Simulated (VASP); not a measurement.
# Pt (P6_3/mmc) in VASP: notebook

Pt is run at these levels: LDA; tasks: single point, relaxation of shape and atoms at fixed volume.

All numbers are computed with VASP 6.6.1; they aren't measurements. Logs are shortened: lines on timing, memory, paths and dates and some standing lists are left out, and cuts for length are marked.

**1. The cell of the first run**

The structure is hexagonal, space group P6_3/mmc (No. 194). Conventional cell: a = 2.714 Å, b = 2.714 Å, c = 4.658 Å, α = 90.00°, β = 90.00°, γ = 120.00°. Within 3.6 Å of Pt (site symmetry -6m2) lie 12 Pt at 2.71 to 2.81 Å.

**2. Single point, LDA**

File INCAR:

```
  PREC = Accurate
  ENCUT = 520
  EDIFF = 1E-7
  ISMEAR = -1
  SIGMA = 0.08
  LREAL = F
  LASPH = T
  NELM = 100
  ALGO = Normal
  ISIF = 2
  LWAVE = F
  LCHARG = F
  NBANDS = 17
```

File KPOINTS:

```
regular mesh
0
Gamma
  16 16 9
```

File POSCAR:

```
Pt
1.0
    2.7141501671      0.0000000000      0.0000000000
   -1.3570750835      2.3505229944      0.0000000000
    0.0000000000      0.0000000000      4.6584615955
Pt
2
Direct
    0.3333333333      0.6666666667      0.2500000000
    0.6666666667      0.3333333333      0.7500000000
```

Potentials or basis: VASP PAW LDA potentials, release 64 (Pt).

On the command line:

```sh
$ cat potpaw_LDA.64/Pt/POTCAR > POTCAR
$ mpirun -np 1 vasp_std > vasp.out
```

OUTCAR:

```text
PREC = Accurate
   ENCUT = 520
   EDIFF = 1E-7
   ISMEAR = -1
   LREAL = F
   LASPH = T
   NELM = 100
   ISIF = 2

 ion  position               nearest neighbor table
   1  0.333  0.667  0.250-   2 2.81   2 2.81   2 2.81   2 2.81   2 2.81   2 2.81
   2  0.667  0.333  0.750-   1 2.81   1 2.81   1 2.81   1 2.81   1 2.81   1 2.81

  LATTYP: Found a hexagonal cell.
 ALAT       =     2.7141501671
 C/A-ratio  =     1.7163610370

  Lattice vectors:

 A1 = (   2.7141501671,   0.0000000000,   0.0000000000)
 A2 = (  -1.3570750835,   2.3505229944,   0.0000000000)
 A3 = (   0.0000000000,   0.0000000000,   4.6584615955)

Analysis of symmetry for initial positions (statically):
=====================================================================
 Subroutine PRICEL returns:
 Original cell was already a primitive cell.

 Routine SETGRP: Setting up the symmetry group for a
 hexagonal supercell.

 Subroutine GETGRP returns: Found 24 space group operations
 (whereof 12 operations were pure point group operations)
 out of a pool of 24 trial point group operations.

The static configuration has the point symmetry D_3d.
 The point group associated with its full space group is D_6h.

Analysis of symmetry for dynamics (positions and initial velocities):
=====================================================================
 Subroutine PRICEL returns:
 Original cell was already a primitive cell.

 Routine SETGRP: Setting up the symmetry group for a
 hexagonal supercell.

 Subroutine GETGRP returns: Found 24 space group operations
 (whereof 12 operations were pure point group operations)
 out of a pool of 24 trial point group operations.

The dynamic configuration has the point symmetry D_3d.
 The point group associated with its full space group is D_6h.

 Subroutine INISYM returns: Found 24 space group operations
 (whereof 12 operations are pure point group operations),
 and found     1 'primitive' translations

----------------------------------------------------------------------------------------

                                     Primitive cell

  volume of cell :      29.7195

  direct lattice vectors                    reciprocal lattice vectors
     2.714150167  0.000000000  0.000000000     0.368439452  0.212718617  0.000000000
    -1.357075084  2.350522994  0.000000000     0.000000000  0.425437233  0.000000000
     0.000000000  0.000000000  4.658461596     0.000000000  0.000000000  0.214663141

  length of vectors
     2.714150167  2.714150167  4.658461596     0.425437233  0.425437233  0.214663141

  position of ions in fractional coordinates (direct lattice)
     0.333333333  0.666666667  0.250000000
     0.666666667  0.333333333  0.750000000

  ion indices of the primitive-cell ions
   primitive index   ion index
                 1           1
                 2           2

----------------------------------------------------------------------------------------

 KPOINTS: regular mesh

Automatic generation of k-mesh.
 Grid dimensions read from file:
 generate k-points for:   16   16    9

 Generating k-lattice:

  Cartesian coordinates                     Fractional coordinates (reciprocal lattice)
     0.023027466  0.013294914  0.000000000     0.062500000  0.000000000  0.000000000
     0.000000000  0.026589827  0.000000000     0.000000000  0.062500000  0.000000000
     0.000000000  0.000000000  0.023851460     0.000000000  0.000000000  0.111111111

  Length of vectors
     0.026589827  0.026589827  0.023851460

  Shift w.r.t. Gamma in fractional coordinates (k-lattice)
     0.000000000  0.000000000  0.000000000

 Subroutine IBZKPT returns following result:
 ===========================================

 Found    150 irreducible k-points:

 Following reciprocal coordinates:
            Coordinates               Weight
  0.000000  0.000000  0.000000      1.000000
  0.062500  0.000000  0.000000      6.000000
  0.125000  0.000000  0.000000      6.000000
  0.187500  0.000000  0.000000      6.000000
  0.250000  0.000000  0.000000      6.000000
  0.312500  0.000000  0.000000      6.000000
[... 16 lines left out ...]
  0.187500  0.187500  0.000000      6.000000
  0.250000  0.187500  0.000000     12.000000
 [... further k-points ...]
   k-points           NKPTS =    150   k-points in BZ     NKDIM =    150   number of bands    NBANDS=     17
   number of dos      NEDOS =    301   number of ions     NIONS =      2
   total plane-waves  NPLWV =  14400
   dimension x,y,z NGX =    20 NGY =   20 NGZ =   36
   dimension x,y,z NGXF=    40 NGYF=   40 NGZF=   72
   ions per type =               2
   NGX,Y,Z   is equivalent  to a cutoff of  12.25, 12.25, 12.85 a.u.
   NGXF,Y,Z  is equivalent  to a cutoff of  24.50, 24.50, 25.69 a.u.
 SYSTEM =  unknown system
   PREC   = accura    normal or accurate (medium, high low for compatibility)
   ISTART =      0    job   : 0-new  1-cont  2-samecut
   ICHARG =      2    charge: 1-file 2-atom 10-const
   ISPIN  =      1    spin polarized calculation?
   LNONCOLLINEAR =      F non collinear calculations
   LSORBIT =      F    spin-orbit coupling
   LASPH  =      T    aspherical Exc in radial PAW
   ENCUT  =  520.0 eV  38.22 Ry    6.18 a.u.   5.05  5.05  8.66*2*pi/ulx,y,z
   NELM   =    100;   NELMIN=  2; NELMDL= -5     # of ELM steps
   EDIFF  = 0.1E-06   stopping-criterion for ELM
   LREAL  =      F    real-space projection
   EDIFFG = 0.1E-05   stopping-criterion for IOM
   NSW    =      0    number of steps for IOM
   IBRION =     -1    ionic relax: 0-MD 1-quasi-New 2-CG
   NFREE  =      0    steps in history (QN), initial steepest desc. (CG)
   ISIF   =      2    stress and relaxation
   ISYM   =      2    0-nonsym 1-usesym 2-fastsym
   POTIM  = 0.5000    time-step for ionic-motion
   TEBEG  =    0.0;   TEEND  =   0.0 temperature during run
   PSTRESS=    0.0 pullay stress
   NELECT =      20.0000    total number of electrons
   NUPDOWN=      -1.0000    fix difference up-down
   EMIN   =  10.00;   EMAX   =-10.00  energy-range for DOS
   EFERMI =   0.00;   METHOD = LEGACY
   ISMEAR =    -1;   SIGMA  =   0.08  broadening in eV -4-tet -1-fermi 0-gaus
   EFERMI_NEDOS =   21; number of points for ismear=-14 and -15
   IALGO  =     38    algorithm
   IMIX   =      4    mixing-type and parameters
     AMIX     =   0.40;   BMIX     =  1.00
[... 21 lines left out ...]
  ext. energy  EPLUGINS =         0.00000000
  ---------------------------------------------------
  free energy    TOTEN  =       -14.91692122 eV

  energy without entropy =      -14.84318528  energy(sigma->0) =      -14.88005325

 E-fermi :  11.4117     XC(G=0): -13.7700

 val. band max:       11.4110668565   @ k =   0.2500   0.0000   0.0000
 cond. band min:      11.4176669296   @ k =   0.1250   0.1250   0.4444
 fundamental gap:      0.0066000730
 Fermi energy:        11.4116851670

 k-point     1 :       0.0000    0.0000    0.0000
  band No.  band energies     occupation
      1       1.0142      2.00000
      2       3.7419      2.00000
      3       7.1140      2.00000
      4       7.6200      2.00000
      5       7.6200      2.00000
      6       8.0472      2.00000
[... 9 lines left out ...]
     16      28.6881      0.00000
     17      32.8792      0.00000

 k-point     2 :       0.0625    0.0000    0.0000
  band No.  band energies     occupation
      1       1.1634      2.00000
      2       3.8793      2.00000
      3       7.0847      2.00000
      4       7.6258      2.00000
      5       7.7375      2.00000
      6       7.9706      2.00000
[... 9 lines left out ...]
     16      28.9137      0.00000
     17      32.0029      0.00000

 k-point     3 :       0.1250    0.0000    0.0000
  band No.  band energies     occupation
      1       1.5963      2.00000
      2       4.2587      2.00000
      3       6.9301      2.00000
      4       7.6454      2.00000
      5       7.8909      2.00000
      6       8.0829      2.00000
[... 9 lines left out ...]
     16      29.2083      0.00000
     17      30.7587      0.00000

 k-point     4 :       0.1875    0.0000    0.0000
  band No.  band energies     occupation
      1       2.2625      2.00000
      2       4.7424      2.00000
      3       6.7468      2.00000
      4       7.4092      2.00000
      5       7.4159      2.00000
      6       8.2463      2.00000
[... 9 lines left out ...]
     16      29.1673      0.00000
     17      29.4297      0.00000

 k-point     5 :       0.2500    0.0000    0.0000
  band No.  band energies     occupation
      1       3.0558      2.00000
      2       5.0025      2.00000
      3       6.6177      2.00000
      4       6.8489      2.00000
      5       7.2287      2.00000
      6       8.4895      2.00000
[... 9 lines left out ...]
     16      27.5683      0.00000
     17      30.0769      0.00000

 k-point     6 :       0.3125    0.0000    0.0000
  band No.  band energies     occupation
      1       3.7834      2.00000
      2       4.8905      2.00000
      3       5.9778      2.00000
      4       7.0777      2.00000
      5       7.5405      2.00000
      6       8.1931      2.00000
[... 9 lines left out ...]
     16      26.5511      0.00000
     17      28.3963      0.00000

 k-point     7 :       0.3750    0.0000    0.0000
  band No.  band energies     occupation
      1       4.2281      2.00000
      2       4.6698      2.00000
      3       5.5112      2.00000
      4       7.4148      2.00000
      5       7.9409      2.00000
      6       8.0362      2.00000
[... 9 lines left out ...]
     16      25.4924      0.00000
     17      25.7466      0.00000

 k-point     8 :       0.4375    0.0000    0.0000
  band No.  band energies     occupation
      1       4.3709      2.00000
      2       4.5204      2.00000
      3       5.2275      2.00000
      4       7.7797      2.00000
      5       7.8996      2.00000
      6       7.9101      2.00000
[... 9 lines left out ...]
     16      23.7967      0.00000
     17      25.1732      0.00000
[... 203 lines left out ...]
      1       4.2107      2.00000
      2       5.3266      2.00000
      3       5.9510      2.00000
      4       6.6349      2.00000
      5       7.4783      2.00000
      6       7.6476      2.00000
[... 9 lines left out ...]
     16      26.9363      0.00000
     17      28.6804      0.00000

 k-point    20 :       0.3125    0.1250    0.0000
  band No.  band energies     occupation
      1       4.6972      2.00000
      2       5.0781      2.00000
      3       5.5498      2.00000
      4       7.1064      2.00000
      5       7.5404      2.00000
      6       7.8973      2.00000
[... 9 lines left out ...]
     16      26.2365      0.00000
     17      26.2744      0.00000

 k-point    21 :       0.3750    0.1250    0.0000
  band No.  band energies     occupation
      1       4.8407      2.00000
      2       4.9267      2.00000
      3       5.3025      2.00000
      4       7.5494      2.00000
      5       7.6651      2.00000
      6       7.8927      2.00000
[... 9 lines left out ...]
     16      24.2885      0.00000
     17      25.7023      0.00000

 k-point    22 :       0.4375    0.1250    0.0000
  band No.  band energies     occupation
      1       4.8086      2.00000
      2       4.9261      2.00000
      3       5.2191      2.00000
      4       7.6552      2.00000
      5       7.6876      2.00000
      6       7.9627      2.00000
[... 9 lines left out ...]
     16      23.4252      0.00000
     17      25.4657      0.00000

 k-point    23 :       0.1875    0.1875    0.0000
  band No.  band energies     occupation
      1       4.2463      2.00000
      2       5.8487      2.00000
      3       6.0461      2.00000
      4       6.0565      2.00000
      5       7.4247      2.00000
      6       7.5477      2.00000
[... 9 lines left out ...]
     16      27.3121      0.00000
     17      29.4292      0.00000

 k-point    24 :       0.2500    0.1875    0.0000
  band No.  band energies     occupation
      1       4.9428      2.00000
      2       5.6609      2.00000
      3       5.7012      2.00000
      4       6.3800      2.00000
      5       7.3719      2.00000
      6       7.7402      2.00000
[... 9 lines left out ...]
     16      26.8295      0.00000
     17      27.4639      0.00000

 [... further k-points ...]
[... 5 lines left out ...]
  --------------------------------------------------------------------------------------
  -------------------------------------------------------------------------------------
  Total        0.1689181      0.1689181      0.0902837      0.0000000      0.0000000      0.0000000
  in kB        9.1063845      9.1063845      4.8671989      0.0000000      0.0000000      0.0000000
  external PRESSURE =       7.6933226 kB  Pullay stress =       0.0000000 kB

 VOLUME and BASIS-vectors are now :
 -----------------------------------------------------------------------------
  energy-cutoff  :      520.00
  volume of cell :       29.72
      direct lattice vectors                 reciprocal lattice vectors
     2.714150167  0.000000000  0.000000000     0.368439452  0.212718617  0.000000000
    -1.357075084  2.350522994  0.000000000     0.000000000  0.425437233  0.000000000
     0.000000000  0.000000000  4.658461596     0.000000000  0.000000000  0.214663141

 POSITION                                       TOTAL-FORCE (eV/Angst)
 -----------------------------------------------------------------------------------
     -0.00000      1.56702      1.16462         0.000000      0.000000      0.000000
      1.35708      0.78351      3.49385        -0.000000      0.000000      0.000000
 -----------------------------------------------------------------------------------
    total drift:                               -0.000000      0.000000     -0.000000

  FREE ENERGIE OF THE ION-ELECTRON SYSTEM (eV)
  ---------------------------------------------------
  free  energy   TOTEN  =       -14.9169212228 eV

  energy  without entropy=      -14.8431852795  energy(sigma->0) =      -14.88005325
```

It took 69 s on 1 thread of Intel Xeon Platinum 8375C at 2.90GHz (Ice Lake), shared host; peak memory 0.17 GiB.

What came out:

```
Free energy            : -14.9169 eV
Pressure               : 0.8 GPa
Band gap on the k mesh : zero (band 10 reaches 11.93 eV, above the bottom of band 11 at 10.57 eV)
```

Stress tensor (GPa, compression positive):
```
0.91 0.00 0.00
0.00 0.91 0.00
0.00 0.00 0.49
```

Levels at points of the mesh, in eV from the Fermi level:
| k point | band 7 | band 8 | band 9 | band 10 | band 11 | band 12 | band 13 | band 14 |
| --- | --- | --- | --- | --- | --- | --- | --- | --- |
| (0.00, 0.00, 0.00) | -3.36 | -2.08 | -2.08 | -0.93 | -0.25 | -0.25 | 5.21 | 14.93 |
| (0.50, 0.00, 0.00) | -2.96 | 0.06 | 0.28 | 0.52 | 2.36 | 3.91 | 7.56 | 9.18 |

Caveat: spin-orbit coupling is left out, which moves the levels of the heavy elements.

**3. Single point, LDA**

File INCAR:

```
PREC = Accurate
ENCUT = 520
EDIFF = 1E-7
ISMEAR = -1
SIGMA = 0.08
LREAL = False
LASPH = True
NELM = 100
ALGO = Normal
ISIF = 2
LWAVE = False
LCHARG = False
GGA = CA
NBANDS = 17
```

File KPOINTS:

```
Automatic mesh
0
Gamma
  16 16 9
```

Edit POSCAR of step 2 so:

```diff
@@ -4,3 +4,3 @@
    -1.3570750835      2.3505229944      0.0000000000
-    0.0000000000      0.0000000000      4.6584615955
+    0.0000000000      0.0000000000      4.6584615956
 Pt
```

Potentials or basis: VASP PAW LDA potentials, release 64 (Pt).

On the command line:

```sh
$ cat potpaw_LDA.64/Pt/POTCAR > POTCAR
$ mpirun -np 1 vasp_std > vasp.out
```

Run time: 70 s. Hardware: 1 thread of Intel Xeon Platinum 8375C at 2.90GHz (Ice Lake), shared host; peak memory 0.17 GiB.

Results (log left out):

```yaml
Free_energy: -14.9169 eV
Pressure: 0.8 GPa
Band_gap_on_the_k_mesh: zero (band 10 reaches 11.93 eV, above the bottom of band 11 at 10.57 eV)
```

Stress tensor (GPa, compression positive):
```
0.91 0.00 0.00
0.00 0.91 0.00
0.00 0.00 0.49
```

Levels at points of the mesh, in eV from the Fermi level:
```tsv
k point	band 8	band 9	band 10	band 11	band 12	band 13
(0.00, 0.00, 0.00)	-2.08	-2.08	-0.93	-0.25	-0.25	5.21
(0.50, 0.00, 0.00)	0.06	0.28	0.52	2.36	3.91	7.56
```

Caveat: spin-orbit coupling is left out, which moves the levels of the heavy elements.

**4. Single point, LDA**

File INCAR:

```
SYSTEM = Pt
  PREC = Accurate
  ENCUT = 520
  EDIFF = 1E-6
  ISMEAR = -1
  SIGMA = 0.08
  LREAL = .False.
  LASPH = .True.
  NELM = 60
  ALGO = Normal
  ISIF = 2
  LWAVE = .False.
  LCHARG = .False.
  GGA = CA
  NBANDS = 17
```

File KPOINTS:

```
Automatic mesh
0
Gamma
  16 16 9
  0 0 0
```

POSCAR is that of step 3.

On the command line:

```sh
$ cat potpaw_LDA.64/Pt/POTCAR > POTCAR
$ mpirun -np 1 vasp_std > vasp.out
```

Run time: 53 s. Hardware: 1 thread of Intel Xeon Platinum 8375C at 2.90GHz (Ice Lake), shared host; peak memory 0.17 GiB.

It converged, with:

```yaml
Free_energy: -14.9169 eV
Pressure: 0.8 GPa
Band_gap_on_the_k_mesh: zero (band 10 reaches 11.93 eV, above the bottom of band 11 at 10.57 eV)
```

Stress tensor (GPa, compression positive):
```
0.93 0.00 0.00
0.00 0.93 0.00
0.00 0.00 0.49
```

Levels at points of the mesh, in eV from the Fermi level:
| k point | band 6 | band 7 | band 8 | band 9 | band 10 | band 11 | band 12 | band 13 | band 14 | band 15 |
| --- | --- | --- | --- | --- | --- | --- | --- | --- | --- | --- |
| (0.00, 0.00, 0.00) | -3.36 | -3.36 | -2.08 | -2.08 | -0.93 | -0.25 | -0.25 | 5.21 | 14.93 | 15.79 |
| (0.50, 0.00, 0.00) | -3.23 | -2.96 | 0.06 | 0.28 | 0.52 | 2.36 | 3.91 | 7.56 | 9.18 | 10.06 |

Caveat: spin-orbit coupling is left out, which moves the levels of the heavy elements.

**5. Relaxation of shape and atoms at fixed volume, LDA**

This run uses another cell than the first one, of 6.69 Å³/atom, 0.450 times its volume.

File INCAR:

```
SYSTEM = Pt
ALGO = Normal ; EDIFF = 1E-7
EDIFFG = -0.005 ; ENCUT = 600
GGA = CA ; IBRION = 2
ISIF = 4 ; ISMEAR = -1
LASPH = .True. ; LCHARG = .False.
LREAL = .False. ; LWAVE = .False.
NELM = 80 ; NSW = 50
PREC = Accurate ; SIGMA = 0.08
```

File KPOINTS:

```
k-points
0
Gamma
  16 16 9
  0 0 0
```

File POSCAR:

```
Pt
1.0
    2.0798788740      0.0000000000      0.0000000000
   -1.0399394370      1.8012279416      0.0000000000
    0.0000000000      0.0000000000      3.5698230611
Pt
2
Direct
    0.3333333333      0.6666666667      0.2500000000
    0.6666666667      0.3333333333      0.7500000000
```

On the command line:

```sh
$ cat potpaw_LDA.64/Pt/POTCAR > POTCAR
$ mpirun -np 1 vasp_std > vasp.out
```

Wall time 3.5 min (1 thread of Intel Xeon Platinum 8375C at 2.90GHz (Ice Lake), shared host); peak memory 0.15 GiB.

The run converged, but its numbers aren't listed here, since they failed a check.

Caveat: spin-orbit coupling is left out, which moves the levels of the heavy elements.

**6. Relaxation of shape and atoms at fixed volume, LDA**

This run uses another cell than the first one, of 7.73 Å³/atom, 0.520 times its volume.

File INCAR:

```
SYSTEM = Pt
PREC     = Accurate       ! precision mode
ENCUT    = 600            ! plane-wave cutoff, eV
EDIFF    = 1E-6           ! SCF threshold, eV
ISMEAR   = -1             ! smearing method
SIGMA    = 0.08           ! smearing width, eV
LREAL    = .FALSE.        ! projectors in reciprocal space
LASPH    = .TRUE.         ! aspherical terms in the spheres
NELM     = 100            ! most SCF steps
ALGO     = Normal         ! electronic algorithm
ISIF     = 4              ! what is computed and relaxed
LWAVE    = .FALSE.        ! write WAVECAR
LCHARG   = .FALSE.        ! write CHGCAR
IBRION   = 2              ! ionic algorithm
NSW      = 50             ! ionic steps
EDIFFG   = -0.005         ! ionic threshold
```

File KPOINTS:

```
Automatic mesh
0
G
  16 16 9
  0 0 0
```

File POSCAR:

```
Pt
1.0
    2.1825706979      0.0000000000      0.0000000000
   -1.0912853489      1.8901616699      0.0000000000
    0.0000000000      0.0000000000      3.7460793065
Pt
2
Direct
    0.3333333333      0.6666666667      0.2500000000
    0.6666666667      0.3333333333      0.7500000000
```

Potentials or basis: VASP PAW LDA potentials, release 64 (Pt).

On the command line:

```sh
$ cat potpaw_LDA.64/Pt/POTCAR > POTCAR
$ mpirun -np 1 vasp_std > vasp.out
```

Run time: 3.1 min. Hardware: 1 thread of Intel Xeon Platinum 8375C at 2.90GHz (Ice Lake), shared host; peak memory 0.15 GiB.

The run converged, but its numbers aren't listed here, since they failed a check.

Caveat: spin-orbit coupling is left out, which moves the levels of the heavy elements.
